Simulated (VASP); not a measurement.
## Hf2N: single point with PBEsol

Crystal: Hf2N.

```
Hf N
1.0
     4.98329    0.00000    0.00000
     0.00000    4.98329    0.00000
     0.00000    0.00000    3.64457
Hf N
4 2
Direct
  0.29546 0.29546 0.00000
  0.70454 0.70454 0.00000
  0.79546 0.20454 0.50000
  0.20454 0.79546 0.50000
  0.00000 0.00000 0.00000
  0.50000 0.50000 0.50000
```

This cell differs from its parent crystal: ratio of the length along z to the lengths across it x 1.2, volume and fractional coordinates fixed.

```
Program             : VASP 6.6.1
Task                : single point
Functional          : PBEsol
Potentials or basis : VASP PAW PBE potentials, release 64 (Hf_pv, N)
Cutoff              : 520 eV
k mesh              : 10 × 10 × 16
Occupations         : gaussian, width 0.15 eV
Spin                : no spin polarisation
```

| Property | Result |
| --- | --- |
| Pressure | 1.3 GPa |
| Largest force | 0.273 eV/Å |
| Band gap on the k mesh | zero (bands 25 and 26 overlap by 1.91 eV) |

Forces on the atoms (eV/Å):
```
Hf  -0.193 -0.193  0.000
Hf   0.193  0.193  0.000
Hf  -0.193  0.193  0.000
Hf   0.193 -0.193  0.000
N    0.000  0.000  0.000
N    0.000  0.000  0.000
```

Stress tensor (GPa, compression positive):
```
 14.06   0.00   0.00
  0.00  14.06   0.00
  0.00   0.00 -24.31
```

Levels at points of the mesh, in eV from the Fermi level:
```csv
k point,band 21,band 22,band 23,band 24,band 25,band 26,band 27,band 28,band 29,band 30
"(0.00, 0.00, 0.00)",-3.90,-2.02,-0.46,0.42,0.81,0.81,1.43,1.43,1.64,1.88
"(0.50, 0.00, 0.00)",-2.09,-2.09,-0.92,-0.92,0.49,0.49,1.44,1.44,3.20,3.20
"(0.50, 0.50, 0.00)",-1.36,-1.36,-1.25,-1.25,0.68,0.68,0.71,0.71,2.01,2.01
"(0.00, 0.00, 0.50)",-1.83,-1.83,-1.02,-1.02,-0.96,-0.96,2.37,2.37,2.74,2.74
"(0.50, 0.00, 0.50)",-1.85,-1.85,-1.40,-1.40,-0.91,-0.91,1.74,1.74,3.75,3.75
"(0.50, 0.50, 0.50)",-2.03,-2.03,-0.84,-0.84,-0.24,-0.24,1.63,1.63,2.50,2.50
```

Wall time 14 min on 1 thread of Oxide Virtual Turin-like Processor, on a shared host, peak memory 0.5 GiB.

Caveat: the stress differs along the axes, from -24 to 14 GPa; the PAW data sets were made with another functional, which shifts forces and pressure a little; spin-orbit coupling is left out, which moves the levels of the heavy elements.
